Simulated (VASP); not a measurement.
# Cd (P6/mmm) in VASP: a series of runs

Runs on Cd. Level: LDA. Tasks: single point, relaxation of cell and atoms.

Everything below comes from runs of VASP 6.6.1. Logs are shortened: lines on timing, memory, paths and dates and some standing lists are left out, and cuts for length are marked.

### Step 1. The cell of the first run

It takes space group P6/mmm (No. 191, hexagonal). Conventional cell: a = 5.115 Å, b = 5.115 Å, c = 3.044 Å, α = 90.00°, β = 90.00°, γ = 120.00°. Within 4.0 Å of Cd (site symmetry 6/mmm) lie 14 Cd at 3.04 to 3.32 Å. Cd (site symmetry -6m2) has 11 Cd at 2.95 to 3.32 Å within 3.9 Å.

This isn't the form of Cd at room conditions, which is hcp.

### Step 2. Single point, LDA (22.99 Å³/atom)

Contents of INCAR:

```
SYSTEM = Cd
PREC = Accurate
ENCUT = 500
EDIFF = 1E-6
ISMEAR = -1
SIGMA = 0.1
LREAL = .FALSE.
LASPH = .TRUE.
NELM = 120
ALGO = Normal
ISIF = 2
LWAVE = .FALSE.
LCHARG = .FALSE.
GGA = CA
NBANDS = 25
GGA_COMPAT = .FALSE.
```

Contents of KPOINTS:

```
Automatic mesh
0
G
  8 8 12
  0 0 0
```

Contents of POSCAR:

```
Cd
1.0
    5.1154706130      0.0000000000      0.0000000000
   -2.5577353065      4.4301275032      0.0000000000
    0.0000000000      0.0000000000      3.0435975397
Cd
3
Direct
    0.0000000000      0.0000000000      0.0000000000
    0.3333333333      0.6666666667      0.5000000000
    0.6666666667      0.3333333333      0.5000000000
```

Potentials or basis: VASP PAW LDA potentials, release 64 (Cd).

The run is started by

```console
$ cat potpaw_LDA.64/Cd/POTCAR > POTCAR
$ mpirun -np 1 vasp_std > vasp.out
```

OUTCAR:

```text
SYSTEM = Cd
   PREC = Accurate
   ENCUT = 500
   EDIFF = 1E-6
   ISMEAR = -1
   LREAL = .FALSE.
   LASPH = .TRUE.
   NELM = 120
   ISIF = 2
   GGA = CA

 ion  position               nearest neighbor table
   1  0.000  0.000  0.000-   2 3.32   3 3.32   2 3.32   3 3.32   3 3.32   3 3.32   2 3.32   2 3.32
                             3 3.32   3 3.32   2 3.32   2 3.32
   2  0.333  0.667  0.500-   3 2.95   3 2.95   3 2.95   1 3.32   1 3.32   1 3.32   1 3.32   1 3.32
                             1 3.32
   3  0.667  0.333  0.500-   2 2.95   2 2.95   2 2.95   1 3.32   1 3.32   1 3.32   1 3.32   1 3.32
                             1 3.32

  LATTYP: Found a hexagonal cell.
 ALAT       =     5.1154706130
 C/A-ratio  =     0.5949789902

  Lattice vectors:

 A1 = (   5.1154706130,   0.0000000000,   0.0000000000)
 A2 = (  -2.5577353065,   4.4301275032,   0.0000000000)
 A3 = (   0.0000000000,   0.0000000000,   3.0435975397)

Analysis of symmetry for initial positions (statically):
=====================================================================
 Subroutine PRICEL returns:
 Original cell was already a primitive cell.

 Routine SETGRP: Setting up the symmetry group for a
 hexagonal supercell.

 Subroutine GETGRP returns: Found 24 space group operations
 (whereof 24 operations were pure point group operations)
 out of a pool of 24 trial point group operations.

The static configuration has the point symmetry D_6h.

Analysis of symmetry for dynamics (positions and initial velocities):
=====================================================================
 Subroutine PRICEL returns:
 Original cell was already a primitive cell.

 Routine SETGRP: Setting up the symmetry group for a
 hexagonal supercell.

 Subroutine GETGRP returns: Found 24 space group operations
 (whereof 24 operations were pure point group operations)
 out of a pool of 24 trial point group operations.

The dynamic configuration has the point symmetry D_6h.

 Subroutine INISYM returns: Found 24 space group operations
 (whereof 24 operations are pure point group operations),
 and found     1 'primitive' translations

----------------------------------------------------------------------------------------

                                     Primitive cell

  volume of cell :      68.9746

  direct lattice vectors                    reciprocal lattice vectors
     5.115470613  0.000000000  0.000000000     0.195485435  0.112863569  0.000000000
    -2.557735307  4.430127503  0.000000000     0.000000000  0.225727137  0.000000000
     0.000000000  0.000000000  3.043597540     0.000000000  0.000000000  0.328558552

  length of vectors
     5.115470613  5.115470613  3.043597540     0.225727137  0.225727137  0.328558552

  position of ions in fractional coordinates (direct lattice)
     0.000000000  0.000000000  0.000000000
     0.333333333  0.666666667  0.500000000
     0.666666667  0.333333333  0.500000000

  ion indices of the primitive-cell ions
   primitive index   ion index
                 1           1
                 2           2
                 3           3

----------------------------------------------------------------------------------------

 KPOINTS: Automatic mesh

Automatic generation of k-mesh.
 Grid dimensions read from file:
 generate k-points for:    8    8   12

 Generating k-lattice:

  Cartesian coordinates                     Fractional coordinates (reciprocal lattice)
     0.024435679  0.014107946  0.000000000     0.125000000  0.000000000  0.000000000
     0.000000000  0.028215892  0.000000000     0.000000000  0.125000000  0.000000000
     0.000000000  0.000000000  0.027379879     0.000000000  0.000000000  0.083333333

  Length of vectors
     0.028215892  0.028215892  0.027379879

  Shift w.r.t. Gamma in fractional coordinates (k-lattice)
     0.000000000  0.000000000  0.000000000

 Subroutine IBZKPT returns following result:
 ===========================================

 Found     70 irreducible k-points:

 Following reciprocal coordinates:
            Coordinates               Weight
  0.000000  0.000000  0.000000      1.000000
  0.125000  0.000000  0.000000      6.000000
  0.250000  0.000000  0.000000      6.000000
  0.375000  0.000000  0.000000      6.000000
  0.500000  0.000000  0.000000      3.000000
  0.125000  0.125000  0.000000      6.000000
[... 16 lines left out ...]
  0.250000  0.000000  0.166667     12.000000
  0.375000  0.000000  0.166667     12.000000
 [... further k-points ...]
   k-points           NKPTS =     70   k-points in BZ     NKDIM =     70   number of bands    NBANDS=     25
   number of dos      NEDOS =    301   number of ions     NIONS =      3
   total plane-waves  NPLWV =  38400
   dimension x,y,z NGX =    40 NGY =   40 NGZ =   24
   dimension x,y,z NGXF=    80 NGYF=   80 NGZF=   48
   ions per type =               3
   NGX,Y,Z   is equivalent  to a cutoff of  13.00, 13.00, 13.11 a.u.
   NGXF,Y,Z  is equivalent  to a cutoff of  26.00, 26.00, 26.22 a.u.
 SYSTEM =  Cd
   PREC   = accura    normal or accurate (medium, high low for compatibility)
   ISTART =      0    job   : 0-new  1-cont  2-samecut
   ICHARG =      2    charge: 1-file 2-atom 10-const
   ISPIN  =      1    spin polarized calculation?
   LNONCOLLINEAR =      F non collinear calculations
   LSORBIT =      F    spin-orbit coupling
   LASPH  =      T    aspherical Exc in radial PAW
   ENCUT  =  500.0 eV  36.75 Ry    6.06 a.u.   9.33  9.33  5.55*2*pi/ulx,y,z
   NELM   =    120;   NELMIN=  2; NELMDL= -5     # of ELM steps
   EDIFF  = 0.1E-05   stopping-criterion for ELM
   LREAL  =      F    real-space projection
[... 7 lines left out ...]
   TEBEG  =    0.0;   TEEND  =   0.0 temperature during run
   PSTRESS=    0.0 pullay stress
   NELECT =      36.0000    total number of electrons
   NUPDOWN=      -1.0000    fix difference up-down
   EMIN   =  10.00;   EMAX   =-10.00  energy-range for DOS
   EFERMI =   0.00;   METHOD = LEGACY
   ISMEAR =    -1;   SIGMA  =   0.10  broadening in eV -4-tet -1-fermi 0-gaus
   EFERMI_NEDOS =   21; number of points for ismear=-14 and -15
   IALGO  =     38    algorithm
   IMIX   =      4    mixing-type and parameters
     AMIX     =   0.40;   BMIX     =  1.00
     AMIX_MAG =   1.60;   BMIX_MAG =  1.00
  volume/ion in A,a.u.               =      22.99       155.15
  Fermi-wavevector in a.u.,A,eV,Ry     =   1.318093  2.490834 23.638335  1.737369
  Thomas-Fermi vector in A             =   2.448087
   LORBIT       =      0    0 simple, 1 ext, 2 COOP (PROOUT), +10 PAW based schemes
   GGA     = CA    functional components
   LHFCALC =     F    Hartree Fock is set to
   AEXX    =    0.0000 exact exchange contribution
   IVDW    =     0    specifies the selected vdW correction
   LEPSILON=     F    determine dielectric tensor
   LRPA    =     F    only Hartree local field effects (RPA)
 non-spin polarized calculation
  energy-cutoff  :      500.00
  volume of cell :       68.97
 maximum number of plane-waves:      1770
 NGX is ok and might be reduce to    40
   NGX = 19   NGY = 19   NGZ = 11

 number of electron      35.9999994 magnetization

 Free energy of the ion-electron system (eV)
  ---------------------------------------------------
  ext. energy  EPLUGINS =         0.00000000
  ---------------------------------------------------
  free energy    TOTEN  =        -4.19217901 eV

  energy without entropy =       -4.15657345  energy(sigma->0) =       -4.17437623

 E-fermi :   2.2538     XC(G=0): -11.0459

 val. band max:        2.2169080191   @ k =   0.3750   0.1250   0.4167
 cond. band min:       2.2750245008   @ k =   0.3750   0.1250   0.4167
 fundamental gap:      0.0581164818
 Fermi energy:         2.2538459992

 k-point     1 :       0.0000    0.0000    0.0000
  band No.  band energies     occupation
      1      -7.3867      2.00000
      2      -6.9042      2.00000
      3      -6.8866      2.00000
      4      -6.7227      2.00000
      5      -6.7227      2.00000
      6      -6.5579      2.00000
[... 17 lines left out ...]
     24      14.5211      0.00000
     25      17.2180      0.00000

 k-point     2 :       0.1250    0.0000    0.0000
  band No.  band energies     occupation
      1      -7.3637      2.00000
      2      -6.9341      2.00000
      3      -6.9130      2.00000
      4      -6.8136      2.00000
      5      -6.8134      2.00000
      6      -6.6036      2.00000
[... 17 lines left out ...]
     24      14.5647      0.00000
     25      15.8033      0.00000

 k-point     3 :       0.2500    0.0000    0.0000
  band No.  band energies     occupation
      1      -7.3023      2.00000
      2      -7.0680      2.00000
      3      -6.9658      2.00000
      4      -6.9146      2.00000
      5      -6.8908      2.00000
      6      -6.6393      2.00000
[... 17 lines left out ...]
     24      13.3914      0.00000
     25      13.7255      0.00000

 k-point     4 :       0.3750    0.0000    0.0000
  band No.  band energies     occupation
      1      -7.2193      2.00000
      2      -7.2008      2.00000
      3      -7.0335      2.00000
      4      -6.9701      2.00000
      5      -6.9266      2.00000
      6      -6.6746      2.00000
[... 17 lines left out ...]
     24      11.5893      0.00000
     25      11.8538      0.00000
[... 477 lines left out ...]
 k-point    22 :       0.1250    0.0000    0.1667
  band No.  band energies     occupation
      1      -7.1638      2.00000
      2      -6.8987      2.00000
      3      -6.8750      2.00000
      4      -6.7296      2.00000
      5      -6.7198      2.00000
      6      -6.7170      2.00000
[... 17 lines left out ...]
     24      13.1864      0.00000
     25      13.9526      0.00000

 k-point    23 :       0.2500    0.0000    0.1667
  band No.  band energies     occupation
      1      -7.1247      2.00000
      2      -7.0127      2.00000
      3      -6.9490      2.00000
      4      -6.7763      2.00000
      5      -6.7230      2.00000
      6      -6.7075      2.00000
[... 17 lines left out ...]
     24      11.6339      0.00000
     25      13.2579      0.00000

 k-point    24 :       0.3750    0.0000    0.1667
  band No.  band energies     occupation
      1      -7.1410      2.00000
      2      -7.0219      2.00000
      3      -6.9892      2.00000
      4      -6.8406      2.00000
      5      -6.7095      2.00000
      6      -6.7022      2.00000
[... 17 lines left out ...]
     24      10.8510      0.00000
     25      11.4964      0.00000

 [... further k-points ...]

------------------------ aborting loop because EDIFF is reached ----------------------------------------

  FORCE on cell =-STRESS in cart. coord.  units (eV):
  Direction    XX          YY          ZZ          XY          YZ          ZX
  --------------------------------------------------------------------------------------
  -------------------------------------------------------------------------------------
  Total       -1.9758567     -1.9758567     -2.2188218     -0.0000000     -0.0000000      0.0000000
  in kB      -45.8962269    -45.8962270    -51.5399454     -0.0000000     -0.0000000      0.0000000
  external PRESSURE =     -47.7774664 kB  Pullay stress =       0.0000000 kB

 VOLUME and BASIS-vectors are now :
 -----------------------------------------------------------------------------
  energy-cutoff  :      500.00
  volume of cell :       68.97
      direct lattice vectors                 reciprocal lattice vectors
     5.115470613  0.000000000  0.000000000     0.195485435  0.112863569  0.000000000
    -2.557735307  4.430127503  0.000000000     0.000000000  0.225727137  0.000000000
     0.000000000  0.000000000  3.043597540     0.000000000  0.000000000  0.328558552

 POSITION                                       TOTAL-FORCE (eV/Angst)
 -----------------------------------------------------------------------------------
      0.00000      0.00000      0.00000        -0.000000      0.000000      0.000000
     -0.00000      2.95342      1.52180        -0.000000      0.000000      0.000000
      2.55774      1.47671      1.52180         0.000000     -0.000000     -0.000000
 -----------------------------------------------------------------------------------
    total drift:                                0.000000     -0.000000      0.000000

  FREE ENERGIE OF THE ION-ELECTRON SYSTEM (eV)
  ---------------------------------------------------
  free  energy   TOTEN  =        -4.1921790112 eV

  energy  without entropy=       -4.1565734456  energy(sigma->0) =       -4.17437623
```

Wall time 66 s (1 thread of Intel Xeon Platinum 8259CL at 2.50GHz (Skylake/Cascade Lake), shared host); peak memory 0.21 GiB.

What came out:

| Item | Value |
| --- | --- |
| Free energy | -4.1922 eV |
| Pressure | -4.8 GPa |
| Band gap on the k mesh | zero (bands 18 and 19 overlap by 4.55 eV) |

Stress tensor (GPa, compression positive):
```
-4.59  0.00  0.00
 0.00 -4.59  0.00
 0.00  0.00 -5.15
```

Caveat: the cell stands under tension.

### Step 3. Relaxation of cell and atoms, LDA

This run uses another cell than the first one, of 21.59 Å³/atom.

Contents of INCAR:

```
SYSTEM = Cd
  PREC = Accurate
  ENCUT = 500
  EDIFF = 1E-7
  ISMEAR = -1
  SIGMA = 0.1
  LREAL = .FALSE.
  LASPH = .TRUE.
  NELM = 120
  ALGO = Normal
  ISIF = 3
  LWAVE = .FALSE.
  LCHARG = .FALSE.
  IBRION = 2
  NSW = 80
  EDIFFG = -0.01
  GGA_COMPAT = .FALSE.
  NELMIN = 4
```

Contents of KPOINTS:

```
regular mesh
0
G
  7 7 10
  0 0 0
```

Contents of POSCAR:

```
Cd
1.0
    4.9594071630      0.0000000000      0.0000000000
   -2.4797035815      4.2949725909      0.0000000000
    0.0000000000      0.0000000000      3.0401165909
Cd
3
Direct
    0.0000000000      0.0000000000      0.0000000000
    0.3333333333      0.6666666667      0.5000000000
    0.6666666667      0.3333333333      0.5000000000
```

Potentials or basis: VASP PAW LDA potentials, release 64 (Cd).

The run is started by

```console
$ cat potpaw_LDA.64/Cd/POTCAR > POTCAR
$ mpirun -np 1 vasp_std > vasp.out
```

Run time: 2.2 min. Hardware: 1 thread of Intel Xeon Platinum 8259CL at 2.50GHz (Skylake/Cascade Lake), shared host; peak memory 0.19 GiB.

The run converged. Its results:

```yaml
Free_energy: -4.3128 eV
Relaxed_volume: 20.70 Å³/atom
Relaxed_cell: a = 4.936 Å, b = 4.936 Å, c = 2.943 Å, α = 90.00°, β = 90.00°, γ = 120.00°
Space_group_after_relaxing_to_0.1_Å: P6/mmm (No. 191)
Energy_gained_by_relaxing: 7.5 meV/atom
Ionic_steps: 5
Pressure_after_relaxing: 0.0 GPa
Band_gap_on_the_k_mesh: zero (bands 18 and 19 overlap by 4.45 eV)
```

The path:
| step | energy change (eV) | largest force (eV/Å) | pressure (GPa) | volume (Å³) |
| --- | --- | --- | --- | --- |
| 1 | 0.0000 | 0.0000 | -2.25 | 64.76 |
| 2 | -0.0200 | 0.0000 | 0.22 | 61.95 |
| 3 | -0.0201 | 0.0000 | 0.08 | 62.10 |
| 4 | -0.0212 | 0.0000 | 0.08 | 62.10 |
| 5 | -0.0226 | 0.0000 | 0.02 | 62.11 |

Final structure:
```xyz
3
Lattice="4.9363 0.0000 0.0000 -2.4681 4.2749 0.0000 0.0000 0.0000 2.9435" Properties=species:S:1:pos:R:3 pbc="T T T"
Cd   -2.4681    4.2749    0.0000
Cd    0.0000    2.8500    1.4717
Cd    2.4681    1.4250    1.4717
```

Levels at points of the mesh, in eV from the Fermi level:
| k point | band 16 | band 17 | band 18 | band 19 | band 20 | band 21 |
| --- | --- | --- | --- | --- | --- | --- |
| (0.00, 0.00, 0.00) | -8.33 | 0.32 | 0.56 | 0.79 | 0.79 | 0.80 |
| (0.00, 0.00, 0.50) | -3.82 | -3.72 | 3.47 | 3.74 | 3.74 | 3.91 |
